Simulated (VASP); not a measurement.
BeS:

```
Be S
1.0
     6.26722    0.00000    0.00000
     0.00000    6.26722    0.00000
     0.00000    0.00000    5.47349
Be S
8 8
Direct
  0.64097 0.85903 0.93091
  0.64097 0.14097 0.43091
  0.35903 0.85903 0.43091
  0.35903 0.14097 0.93091
  0.14097 0.35903 0.56909
  0.85903 0.64097 0.56909
  0.14097 0.64097 0.06909
  0.85903 0.35903 0.06909
  0.64097 0.85903 0.56909
  0.35903 0.14097 0.56909
  0.64097 0.14097 0.06909
  0.35903 0.85903 0.06909
  0.14097 0.35903 0.93091
  0.14097 0.64097 0.43091
  0.85903 0.35903 0.43091
  0.85903 0.64097 0.93091
```

The cell was built from a structure type or drawn by symmetry, and may not be a known phase.

| Item | Value |
| --- | --- |
| Program | VASP 6.6.1 |
| Task | relaxation of cell and atoms |
| Functional | PBE |
| Potentials or basis | VASP PAW PBE potentials, release 64 (Be, S) |
| Cutoff | 600 eV |
| k mesh | 4 × 4 × 4 |
| Occupations | gaussian, width 0.1 eV |
| Spin | no spin polarisation |

At the start: pressure 34.1 GPa; volume 13.44 Å³/atom.

Task: How do energy, volume and symmetry change on relaxing?

Result: Over 16 steps the energy falls by 439.0 meV/atom and the volume is 17.04 Å³/atom (+26.8 %); space group P4_2/ncm (No. 138, to 0.1 Å) before and after.

The path:
```
step  energy change (eV)  largest force (eV/Å)  pressure (GPa)  volume (Å³)
   1              0.0000                2.7990           34.07       214.99
   2             -4.9415                1.6241           -6.87       316.62
   3             -6.2314                1.1158            1.29       276.29
   4             -6.5964                0.3853           -1.40       285.26
   5             -6.5984                0.3411           -1.25       284.59
   6             -6.7067                0.3563           -0.41       280.61
   7             -6.8152                0.4471            1.90       270.88
   8             -6.8848                0.2949            1.35       271.72
   9             -6.9551                0.2346            0.18       273.53
  10             -6.9567                0.2752           -0.01       273.84
  11             -6.9794                0.1626           -0.16       274.13
  12             -6.9964                0.2091           -0.43       274.66
  13             -7.0152                0.1248           -0.12       273.31
  14             -7.0226                0.0566            0.22       271.91
  15             -7.0227                0.0598            0.26       271.76
  16             -7.0247                0.0387           -0.06       272.65
```

Final structure:
```
Be S
1.0
     6.89693    0.00000    0.00000
     0.00000    6.89693    0.00000
     0.00000    0.00000    5.73192
Be S
8 8
Direct
  0.63420 0.86580 0.90322
  0.63420 0.13420 0.40322
  0.36580 0.86580 0.40322
  0.36580 0.13420 0.90322
  0.13420 0.36580 0.59678
  0.86580 0.63420 0.59678
  0.13420 0.63420 0.09678
  0.86580 0.36580 0.09678
  0.65354 0.84646 0.53502
  0.34646 0.15354 0.53502
  0.65354 0.15354 0.03502
  0.34646 0.84646 0.03502
  0.15354 0.34646 0.96498
  0.15354 0.65354 0.46498
  0.84646 0.34646 0.46498
  0.84646 0.65354 0.96498
```

Caveat: the volume moved by over 15 % at a fixed basis, so the end points are rough.
